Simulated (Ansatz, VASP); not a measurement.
BN in VASP and in Ansatz

```
B N
1.0
     2.50399   -0.01252   -0.01252
    -1.26284    2.17478   -0.00458
    -0.03331   -0.03331    6.66120
B N
2 2
Direct
  0.33333 0.66667 0.25000
  0.66667 0.33333 0.75000
  0.33333 0.66667 0.75000
  0.66667 0.33333 0.25000
```

Change from the starting cell: equal xy, yz and zx shear strains of -1 %, crystal datasets.

Alike in both runs: task electric field gradients; functional PBEsol; k mesh 11 × 11 × 4; occupations fermi-dirac, width 0.03 eV; no spin polarisation.

|  | VASP | Ansatz |
| --- | --- | --- |
| version | VASP 6.6.1 | Ansatz 0.2.0 |
| potentials or method | VASP PAW PBE potentials, release 64 (B, N), cutoff 520 eV | all-electron PAW with datasets made for the crystal, scalar-relativistic |

VASP gave:

```
gap on the k mesh at the Fermi level (eV)                     : 4.19
pressure (GPa)                                                : 0.8
traceless stress, the component that is largest in VASP (GPa) : 3.72
rms of the force components (eV/Å)                            : 0.076
size of Vzz on the site where it differs most (V/Å²)          : 34.7
```

**Question.** Estimate Ansatz's values.

**Answer.** gap on the k mesh at the Fermi level (eV): 4.20; pressure (GPa): 0.4; traceless stress, the component that is largest in VASP (GPa): 3.71; rms of the force components (eV/Å): 0.075; size of Vzz on the site where it differs most (V/Å²): 28.6.

VASP's potentials were made for PBE, not for PBEsol. Atom by atom the forces differ by 0.001 eV/Å (rms over components). Ansatz ran all-electron here, and VASP with PAW potentials.
